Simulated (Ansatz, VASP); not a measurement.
**Ru in VASP and in Ansatz**

```
CELL_PARAMETERS angstrom
2.56710 0.00000 0.00000
-1.28355 2.22317 0.00000
0.00000 0.00000 4.22676
ATOMIC_POSITIONS crystal
Ru 0.30311 0.60621 0.25000
Ru 0.69689 0.39379 0.75000
```

Change from the starting cell: mode 5 frozen in at -0.140 Å, equal normal strain along x and y -0.0400.

Alike in both runs: task single point; functional LDA; k mesh 21 × 21 × 10; occupations gaussian, width 0.15 eV; no spin polarisation.

|  | VASP | Ansatz |
| --- | --- | --- |
| version | VASP 6.6.1 | Ansatz 0.2.0 |
| potentials or method | VASP PAW LDA potentials, release 64 (Ru_pv), cutoff 520 eV | scalar-relativistic, plane waves, PAW |
| valence electrons in the cell | 28 | 32 |

```csv
,VASP,Ansatz,Ansatz less VASP
gap on the k mesh at the Fermi level (eV),none,none,-
pressure (GPa),42.0,40.4,-1.52
"traceless stress, the component that is largest in VASP (GPa)",13.33,13.20,-0.127
rms of the force components (eV/Å),1.349,1.349,-0.0003
```

Ansatz warns that its potentials were made for another functional, while VASP's fit it. LDA's correlation is that of Perdew and Zunger in VASP and of Perdew and Wang (1992) in Ansatz. Atom by atom the forces differ by 0.000 eV/Å (rms over components). A gap of «none» marks a metal or a gap that the smearing closes. Both programs put the cell under a high pressure, so it lies far from rest at this level. VASP's potentials hold 28 valence electrons a cell and Ansatz's 32, so a difference there can come from the potentials and not from the codes.
